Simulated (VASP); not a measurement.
# Ga3Se (Pm-3m) in VASP: notebook

The runs below take Ga3Se through single point, with PBE.

All numbers are computed with VASP 6.6.1; they aren't measurements. Logs are shortened: lines on timing, memory, paths and dates and some standing lists are left out, and cuts for length are marked.

### 1 The cell of the first run

The structure is cubic, space group Pm-3m (No. 221). Conventional cell: a = 4.432 Å, b = 4.432 Å, c = 4.432 Å, α = 90.00°, β = 90.00°, γ = 90.00°. Within 4.1 Å of Ga (site symmetry 4/mmm) lie 8 Ga at 3.13 Å and 4 Se at 3.13 Å. Se (site symmetry m-3m) has 12 Ga at 3.13 Å within 4.1 Å.

### 2 Single point, PBE

INCAR

```
PREC = Accurate
ENCUT = 520
EDIFF = 1E-7
ISMEAR = 0
SIGMA = 0.1
LREAL = F
LASPH = T
NELM = 60
ALGO = Normal
ISIF = 2
LWAVE = F
LCHARG = F
GGA = PE
NBANDS = 30
```

KPOINTS

```
regular mesh
0
Gamma
  6 6 6
```

POSCAR

```
Ga3Se
1.0
    4.4324650000      0.0000000000      0.0000000000
    0.0000000000      4.4324650000      0.0000000000
    0.0000000000      0.0000000000      4.4324650000
Ga Se
3 1
Direct
    0.0000000000      0.5000000000      0.5000000000
    0.5000000000      0.0000000000      0.5000000000
    0.5000000000      0.5000000000      0.0000000000
    0.0000000000      0.0000000000      0.0000000000
```

Potentials or basis: VASP PAW PBE potentials, release 64 (Ga_d, Se).

The run is started by

```sh
> cat potpaw_PBE.64/Ga_d/POTCAR potpaw_PBE.64/Se/POTCAR > POTCAR
> mpirun -np 1 vasp_std > vasp.out
```

OUTCAR:

```text
PREC = Accurate
   ENCUT = 520
   EDIFF = 1E-7
   ISMEAR = 0
   LREAL = F
   LASPH = T
   NELM = 60
   ISIF = 2
   GGA = PE

 ion  position               nearest neighbor table
   1  0.000  0.500  0.500-
   2  0.500  0.000  0.500-
   3  0.500  0.500  0.000-
   4  0.000  0.000  0.000-

  LATTYP: Found a simple cubic cell.
 ALAT       =     4.4324650000

  Lattice vectors:

 A1 = (   4.4324650000,   0.0000000000,   0.0000000000)
 A2 = (   0.0000000000,   4.4324650000,   0.0000000000)
 A3 = (   0.0000000000,   0.0000000000,   4.4324650000)

Analysis of symmetry for initial positions (statically):
=====================================================================
 Subroutine PRICEL returns:
 Original cell was already a primitive cell.

 Routine SETGRP: Setting up the symmetry group for a
 simple cubic supercell.

 Subroutine GETGRP returns: Found 48 space group operations
 (whereof 48 operations were pure point group operations)
 out of a pool of 48 trial point group operations.

The static configuration has the point symmetry O_h .

Analysis of symmetry for dynamics (positions and initial velocities):
=====================================================================
 Subroutine PRICEL returns:
 Original cell was already a primitive cell.

 Routine SETGRP: Setting up the symmetry group for a
 simple cubic supercell.

 Subroutine GETGRP returns: Found 48 space group operations
 (whereof 48 operations were pure point group operations)
 out of a pool of 48 trial point group operations.

The dynamic configuration has the point symmetry O_h .

 Subroutine INISYM returns: Found 48 space group operations
 (whereof 48 operations are pure point group operations),
 and found     1 'primitive' translations

----------------------------------------------------------------------------------------

                                     Primitive cell

  volume of cell :      87.0835

  direct lattice vectors                    reciprocal lattice vectors
     4.432465000  0.000000000  0.000000000     0.225608098  0.000000000  0.000000000
     0.000000000  4.432465000  0.000000000     0.000000000  0.225608098  0.000000000
     0.000000000  0.000000000  4.432465000     0.000000000  0.000000000  0.225608098

  length of vectors
     4.432465000  4.432465000  4.432465000     0.225608098  0.225608098  0.225608098

  position of ions in fractional coordinates (direct lattice)
     0.000000000  0.500000000  0.500000000
     0.500000000  0.000000000  0.500000000
     0.500000000  0.500000000  0.000000000
     0.000000000  0.000000000  0.000000000

  ion indices of the primitive-cell ions
   primitive index   ion index
                 1           1
                 2           2
                 3           3
                 4           4

----------------------------------------------------------------------------------------

 KPOINTS: regular mesh

Automatic generation of k-mesh.
 Grid dimensions read from file:
 generate k-points for:    6    6    6

 Generating k-lattice:

  Cartesian coordinates                     Fractional coordinates (reciprocal lattice)
     0.037601350  0.000000000  0.000000000     0.166666667  0.000000000  0.000000000
     0.000000000  0.037601350  0.000000000     0.000000000  0.166666667  0.000000000
     0.000000000  0.000000000  0.037601350     0.000000000  0.000000000  0.166666667

  Length of vectors
     0.037601350  0.037601350  0.037601350

  Shift w.r.t. Gamma in fractional coordinates (k-lattice)
     0.000000000  0.000000000  0.000000000

 Subroutine IBZKPT returns following result:
 ===========================================

 Found     20 irreducible k-points:

 Following reciprocal coordinates:
            Coordinates               Weight
  0.000000  0.000000  0.000000      1.000000
  0.166667  0.000000  0.000000      6.000000
  0.333333  0.000000  0.000000      6.000000
  0.500000  0.000000  0.000000      3.000000
  0.166667  0.166667  0.000000     12.000000
  0.333333  0.166667  0.000000     24.000000
[... 12 lines left out ...]
  0.500000  0.500000  0.333333      6.000000
  0.500000  0.500000  0.500000      1.000000
   k-points           NKPTS =     20   k-points in BZ     NKDIM =     20   number of bands    NBANDS=     30
   number of dos      NEDOS =    301   number of ions     NIONS =      4
   total plane-waves  NPLWV =  46656
   dimension x,y,z NGX =    36 NGY =   36 NGZ =   36
   dimension x,y,z NGXF=    72 NGYF=   72 NGZF=   72
   ions per type =               3   1
   NGX,Y,Z   is equivalent  to a cutoff of  13.50, 13.50, 13.50 a.u.
   NGXF,Y,Z  is equivalent  to a cutoff of  27.00, 27.00, 27.00 a.u.
 SYSTEM =  unknown system
   PREC   = accura    normal or accurate (medium, high low for compatibility)
   ISTART =      0    job   : 0-new  1-cont  2-samecut
   ICHARG =      2    charge: 1-file 2-atom 10-const
   ISPIN  =      1    spin polarized calculation?
   LNONCOLLINEAR =      F non collinear calculations
   LSORBIT =      F    spin-orbit coupling
   LASPH  =      T    aspherical Exc in radial PAW
   ENCUT  =  520.0 eV  38.22 Ry    6.18 a.u.   8.24  8.24  8.24*2*pi/ulx,y,z
   NELM   =     60;   NELMIN=  2; NELMDL= -5     # of ELM steps
   EDIFF  = 0.1E-06   stopping-criterion for ELM
   LREAL  =      F    real-space projection
   EDIFFG = 0.1E-05   stopping-criterion for IOM
   NSW    =      0    number of steps for IOM
   IBRION =     -1    ionic relax: 0-MD 1-quasi-New 2-CG
   NFREE  =      0    steps in history (QN), initial steepest desc. (CG)
   ISIF   =      2    stress and relaxation
   ISYM   =      2    0-nonsym 1-usesym 2-fastsym
   POTIM  = 0.5000    time-step for ionic-motion
   TEBEG  =    0.0;   TEEND  =   0.0 temperature during run
   PSTRESS=    0.0 pullay stress
   NELECT =      45.0000    total number of electrons
   NUPDOWN=      -1.0000    fix difference up-down
   EMIN   =  10.00;   EMAX   =-10.00  energy-range for DOS
   EFERMI =   0.00;   METHOD = LEGACY
   ISMEAR =     0;   SIGMA  =   0.10  broadening in eV -4-tet -1-fermi 0-gaus
   EFERMI_NEDOS =   21; number of points for ismear=-14 and -15
   IALGO  =     38    algorithm
   IMIX   =      4    mixing-type and parameters
     AMIX     =   0.40;   BMIX     =  1.00
     AMIX_MAG =   1.60;   BMIX_MAG =  1.00
  volume/ion in A,a.u.               =      21.77       146.92
  Fermi-wavevector in a.u.,A,eV,Ry     =   1.313713  2.482557 23.481488  1.725841
  Thomas-Fermi vector in A             =   2.444016
   LORBIT       =      0    0 simple, 1 ext, 2 COOP (PROOUT), +10 PAW based schemes
   GGA     = PE    functional components
   LHFCALC =     F    Hartree Fock is set to
   AEXX    =    0.0000 exact exchange contribution
   IVDW    =     0    specifies the selected vdW correction
   LEPSILON=     F    determine dielectric tensor
   LRPA    =     F    only Hartree local field effects (RPA)
 non-spin polarized calculation
 Gauss-broadening in eV      SIGMA  =   0.10
  energy-cutoff  :      520.00
  volume of cell :       87.08
 maximum number of plane-waves:      2364
 NGX is ok and might be reduce to    36
   NGX = 17   NGY = 17   NGZ = 17

 number of electron      44.9999944 magnetization

 Free energy of the ion-electron system (eV)
  ---------------------------------------------------
  ext. energy  EPLUGINS =         0.00000000
  ---------------------------------------------------
  free energy    TOTEN  =       -12.42117475 eV

  energy without entropy =      -12.41518370  energy(sigma->0) =      -12.41817923

 E-fermi :   4.6384     XC(G=0): -10.2673

 val. band max:        4.6040698391   @ k =   0.5000   0.1667   0.0000
 cond. band min:       4.7433365175   @ k =   0.5000   0.3333   0.1667
 fundamental gap:      0.1392666783
 Fermi energy:         4.6383784875

 k-point     1 :       0.0000    0.0000    0.0000
  band No.  band energies     occupation
      1     -10.4146      2.00000
      2     -10.3940      2.00000
      3     -10.3940      2.00000
      4     -10.3940      2.00000
      5     -10.3423      2.00000
      6     -10.3423      2.00000
[... 22 lines left out ...]
     29      10.6307      0.00000
     30      11.7382      0.00000

 k-point     2 :       0.1667    0.0000    0.0000
  band No.  band energies     occupation
      1     -10.3980      2.00000
      2     -10.3910      2.00000
      3     -10.3805      2.00000
      4     -10.3805      2.00000
      5     -10.3404      2.00000
      6     -10.3327      2.00000
[... 22 lines left out ...]
     29      11.3961      0.00000
     30      11.9910      0.00000

 k-point     3 :       0.3333    0.0000    0.0000
  band No.  band energies     occupation
      1     -10.3844      2.00000
      2     -10.3585      2.00000
      3     -10.3439      2.00000
      4     -10.3439      2.00000
      5     -10.3344      2.00000
      6     -10.3088      2.00000
[... 22 lines left out ...]
     29      10.9901      0.00000
     30      11.5426      0.00000

 k-point     4 :       0.5000    0.0000    0.0000
  band No.  band energies     occupation
      1     -10.3808      2.00000
      2     -10.3411      2.00000
      3     -10.3143      2.00000
      4     -10.3099      2.00000
      5     -10.3099      2.00000
      6     -10.2910      2.00000
[... 22 lines left out ...]
     29       9.1939      0.00000
     30      10.8513      0.00000

 k-point     5 :       0.1667    0.1667    0.0000
  band No.  band energies     occupation
      1     -10.3868      2.00000
      2     -10.3825      2.00000
      3     -10.3725      2.00000
      4     -10.3681      2.00000
      5     -10.3347      2.00000
      6     -10.3255      2.00000
[... 22 lines left out ...]
     29      11.1637      0.00000
     30      11.8132      0.00000
[... 394 lines left out ...]
     29      11.5387      0.00000
     30      12.6728      0.00000

 k-point    18 :       0.5000    0.3333    0.3333
  band No.  band energies     occupation
      1     -10.4214      2.00000
      2     -10.3451      2.00000
      3     -10.3336      2.00000
      4     -10.3287      2.00000
      5     -10.3277      2.00000
      6     -10.3247      2.00000
[... 22 lines left out ...]
     29      11.7979      0.00000
     30      11.9401      0.00000

 k-point    19 :       0.5000    0.5000    0.3333
  band No.  band energies     occupation
      1     -10.4399      2.00000
      2     -10.3381      2.00000
      3     -10.3381      2.00000
      4     -10.3361      2.00000
      5     -10.3276      2.00000
      6     -10.3276      2.00000
[... 22 lines left out ...]
     29      11.9145      0.00000
     30      12.8981      0.00000

 k-point    20 :       0.5000    0.5000    0.5000
  band No.  band energies     occupation
      1     -10.4610      2.00000
      2     -10.3425      2.00000
      3     -10.3425      2.00000
      4     -10.3425      2.00000
      5     -10.3328      2.00000
      6     -10.3328      2.00000
[... 22 lines left out ...]
     29      13.2020      0.00000
     30      13.2020      0.00000

------------------------ aborting loop because EDIFF is reached ----------------------------------------

  FORCE on cell =-STRESS in cart. coord.  units (eV):
  Direction    XX          YY          ZZ          XY          YZ          ZX
  --------------------------------------------------------------------------------------
  -------------------------------------------------------------------------------------
  Total       -0.2867976     -0.2867976     -0.2867976      0.0000000     -0.0000000      0.0000000
  in kB       -5.2765503     -5.2765503     -5.2765503      0.0000000     -0.0000000      0.0000000
  external PRESSURE =      -5.2765503 kB  Pullay stress =       0.0000000 kB

 VOLUME and BASIS-vectors are now :
 -----------------------------------------------------------------------------
  energy-cutoff  :      520.00
  volume of cell :       87.08
      direct lattice vectors                 reciprocal lattice vectors
     4.432465000  0.000000000  0.000000000     0.225608098  0.000000000  0.000000000
     0.000000000  4.432465000  0.000000000     0.000000000  0.225608098  0.000000000
     0.000000000  0.000000000  4.432465000     0.000000000  0.000000000  0.225608098

 POSITION                                       TOTAL-FORCE (eV/Angst)
 -----------------------------------------------------------------------------------
      0.00000      2.21623      2.21623         0.000000      0.000000      0.000000
      2.21623      0.00000      2.21623         0.000000      0.000000      0.000000
      2.21623      2.21623      0.00000         0.000000      0.000000      0.000000
      0.00000      0.00000      0.00000         0.000000      0.000000      0.000000
 -----------------------------------------------------------------------------------
    total drift:                                0.000000      0.000000      0.000000

  FREE ENERGIE OF THE ION-ELECTRON SYSTEM (eV)
  ---------------------------------------------------
  free  energy   TOTEN  =       -12.4211747540 eV

  energy  without entropy=      -12.4151837037  energy(sigma->0) =      -12.41817923
```

It took 38 s on 1 thread of Intel Xeon Platinum 8488C (Sapphire Rapids), shared host; peak memory 0.21 GiB.

Results:

```
Free energy : -12.4212 eV
Pressure    : -0.5 GPa
```

### 3 Single point, PBE

INCAR

```
SYSTEM = Ga3Se
PREC     = Accurate       ! precision mode
ENCUT    = 520            ! plane-wave cutoff, eV
EDIFF    = 1E-7           ! SCF threshold, eV
ISMEAR   = 0              ! smearing method
SIGMA    = 0.1            ! smearing width, eV
LREAL    = .FALSE.        ! projectors in reciprocal space
LASPH    = .TRUE.         ! aspherical terms in the spheres
NELM     = 80             ! most SCF steps
ALGO     = Normal         ! electronic algorithm
ISIF     = 2              ! what is computed and relaxed
LWAVE    = .FALSE.        ! write WAVECAR
LCHARG   = .FALSE.        ! write CHGCAR
GGA      = PE             ! functional
NBANDS   = 30             ! bands
```

KPOINTS

```
Automatic mesh
0
Gamma
  6 6 6
  0.5 0.5 0.5
```

POSCAR is that of step 2.

Potentials or basis: VASP PAW PBE potentials, release 64 (Ga_d, Se).

The run is started by

```sh
> cat potpaw_PBE.64/Ga_d/POTCAR potpaw_PBE.64/Se/POTCAR > POTCAR
> mpirun -np 1 vasp_std > vasp.out
```

OUTCAR:

```text
SYSTEM = Ga3Se
   PREC = Accurate
   ENCUT = 520
   EDIFF = 1E-7
   ISMEAR = 0
   LREAL = .FALSE.
   LASPH = .TRUE.
   NELM = 80
   ISIF = 2
   GGA = PE

 ion  position               nearest neighbor table
   1  0.000  0.500  0.500-
   2  0.500  0.000  0.500-
   3  0.500  0.500  0.000-
   4  0.000  0.000  0.000-

  LATTYP: Found a simple cubic cell.
 ALAT       =     4.4324650000
[... 509 lines left out ...]

  FORCE on cell =-STRESS in cart. coord.  units (eV):
  Direction    XX          YY          ZZ          XY          YZ          ZX
  --------------------------------------------------------------------------------------
  -------------------------------------------------------------------------------------
  Total       -0.3885737     -0.3885737     -0.3885737      0.0000000      0.0000000     -0.0000000
  in kB       -7.1490447     -7.1490447     -7.1490447      0.0000000      0.0000000     -0.0000000
  external PRESSURE =      -7.1490447 kB  Pullay stress =       0.0000000 kB

 VOLUME and BASIS-vectors are now :
 -----------------------------------------------------------------------------
  energy-cutoff  :      520.00
  volume of cell :       87.08
      direct lattice vectors                 reciprocal lattice vectors
     4.432465000  0.000000000  0.000000000     0.225608098  0.000000000  0.000000000
     0.000000000  4.432465000  0.000000000     0.000000000  0.225608098  0.000000000
     0.000000000  0.000000000  4.432465000     0.000000000  0.000000000  0.225608098

 POSITION                                       TOTAL-FORCE (eV/Angst)
 -----------------------------------------------------------------------------------
      0.00000      2.21623      2.21623         0.000000      0.000000      0.000000
      2.21623      0.00000      2.21623         0.000000      0.000000      0.000000
      2.21623      2.21623      0.00000         0.000000      0.000000      0.000000
      0.00000      0.00000      0.00000         0.000000      0.000000      0.000000
 -----------------------------------------------------------------------------------
    total drift:                                0.000000      0.000000      0.000000

  FREE ENERGIE OF THE ION-ELECTRON SYSTEM (eV)
  ---------------------------------------------------
  free  energy   TOTEN  =       -12.4399862789 eV

  energy  without entropy=      -12.4357254641  energy(sigma->0) =      -12.43785587
```

OSZICAR:

```text
N       E                     dE             d eps       ncg     rms          rms(c)
DAV:   1     0.310807456512E+03    0.31081E+03   -0.21702E+04   612   0.247E+03
DAV:   2     0.261248350498E+02   -0.28468E+03   -0.27584E+03   620   0.515E+02
DAV:   3    -0.111040275447E+02   -0.37229E+02   -0.35893E+02   690   0.137E+02
DAV:   4    -0.125603204019E+02   -0.14563E+01   -0.14490E+01   720   0.278E+01
DAV:   5    -0.125852552286E+02   -0.24935E-01   -0.24930E-01   696   0.390E+00    0.320E+00
DAV:   6    -0.124495769622E+02    0.13568E+00   -0.38743E-01   808   0.571E+00    0.187E+00
DAV:   7    -0.124430517605E+02    0.65252E-02   -0.54321E-02   660   0.116E+00    0.818E-01
DAV:   8    -0.124400797351E+02    0.29720E-02   -0.88779E-03   756   0.666E-01    0.807E-02
DAV:   9    -0.124399620084E+02    0.11773E-03   -0.17467E-03   706   0.327E-01    0.440E-02
DAV:  10    -0.124399826456E+02   -0.20637E-04   -0.23461E-04   716   0.154E-01    0.109E-02
DAV:  11    -0.124399866854E+02   -0.40398E-05   -0.30171E-05   744   0.450E-02    0.669E-03
DAV:  12    -0.124399864777E+02    0.20766E-06   -0.30927E-06   780   0.122E-02    0.360E-03
DAV:  13    -0.124399863174E+02    0.16025E-06   -0.69355E-07   646   0.793E-03    0.193E-03
DAV:  14    -0.124399862789E+02    0.38496E-07   -0.92888E-08   412   0.209E-03
   1 F= -.12439986E+02 E0= -.12437856E+02  d E =-.426081E-02
```

Run time: 24 s. Hardware: 1 thread of Intel Xeon Platinum 8488C (Sapphire Rapids), shared host; peak memory 0.2 GiB.

Results:

```
Free energy : -12.4400 eV
Pressure    : -0.7 GPa
```

Levels at points of the mesh, in eV from the Fermi level:
| k point | band 21 | band 22 | band 23 | band 24 | band 25 | band 26 |
| --- | --- | --- | --- | --- | --- | --- |
| (0.08, 0.08, 0.08) | -2.11 | -2.11 | 0.79 | 1.63 | 1.63 | 3.51 |

### 4 Single point, PBE

INCAR

```
PREC     = Accurate       # precision mode
ENCUT    = 520            # plane-wave cutoff, eV
EDIFF    = 1E-7           # SCF threshold, eV
ISMEAR   = 0              # smearing method
SIGMA    = 0.1            # smearing width, eV
LREAL    = False          # projectors in reciprocal space
LASPH    = True           # aspherical terms in the spheres
NELM     = 60             # most SCF steps
ALGO     = Normal         # electronic algorithm
ISIF     = 2              # what is computed and relaxed
LWAVE    = False          # write WAVECAR
LCHARG   = False          # write CHGCAR
GGA      = PE             # functional
NBANDS   = 30             # bands
```

KPOINTS

```
regular mesh
0
Gamma
  8 8 8
```

POSCAR is that of step 3.

The run is started by

```sh
> cat potpaw_PBE.64/Ga_d/POTCAR potpaw_PBE.64/Se/POTCAR > POTCAR
> mpirun -np 1 vasp_std > vasp.out
```

Run time: 60 s. Hardware: 1 thread of Intel Xeon Platinum 8488C (Sapphire Rapids), shared host; peak memory 0.24 GiB.

Results (log left out):

```
Free energy : -12.4184 eV
Pressure    : -0.5 GPa
```

Levels at points of the mesh, in eV from the Fermi level:
```
           k point  band 20  band 21  band 22  band 23  band 24  band 25
(0.00, 0.00, 0.00)    -3.71    -2.82    -2.82     1.62     1.62     1.62
(0.50, 0.00, 0.00)    -2.78    -2.15    -1.04    -0.24    -0.24     1.20
(0.50, 0.50, 0.00)    -2.15    -0.76    -0.70    -0.70     1.38     1.68
(0.50, 0.50, 0.50)    -4.85    -4.85    -4.85    -3.46     3.98     3.98
```

### 5 Overview

```csv
k mesh,gap on the mesh (eV),pressure (GPa)
6 × 6 × 6,none,-0.5
"6 × 6 × 6, shifted",none,-0.7
8 × 8 × 8,none,-0.5
```

Alike in all rows: task single point; level PBE; potentials or basis VASP PAW PBE potentials, release 64 (Ga_d, Se); no spin polarisation; cell as given; cutoff (eV) 520; smearing gaussian 0.1 eV.

Every run on the cell as given and a fine mesh finds a metal.

Absolute energies hang on the potentials; compare differences alone.
